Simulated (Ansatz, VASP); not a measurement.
# One calculation of Pd, two programs

```xyz
1
Lattice="0.0000 1.9400 1.9400 1.9400 0.0000 1.9400 1.9400 1.9400 0.0000" Properties=species:S:1:pos:R:3 pbc="T T T"
Pd    0.0000    0.0000    0.0000
```

Alike in both runs: task single point; functional LDA; k mesh 8 × 8 × 8; occupations gaussian, width 0.1 eV; no spin polarisation.

```csv
,VASP,Ansatz
version,VASP 6.6.1,Ansatz 0.2.0
potentials or method,"VASP PAW LDA potentials, release 64 (Pd), cutoff 500 eV","scalar-relativistic, plane waves, PAW"
valence electrons in the cell,10,18
```

Ansatz gave:

* gap on the k mesh at the Fermi level (eV): none
* pressure (GPa): -5.8

Problem. Which values does VASP return?

Solution. gap on the k mesh at the Fermi level (eV): none; pressure (GPa): -5.4.

Ansatz warns that its potentials were made for another functional, while VASP's fit it. LDA's correlation is that of Perdew and Zunger in VASP and of Perdew and Wang (1992) in Ansatz. A gap of «none» marks a metal or a gap that the smearing closes. VASP's potentials hold 10 valence electrons a cell and Ansatz's 18, so a difference there can come from the potentials and not from the codes.
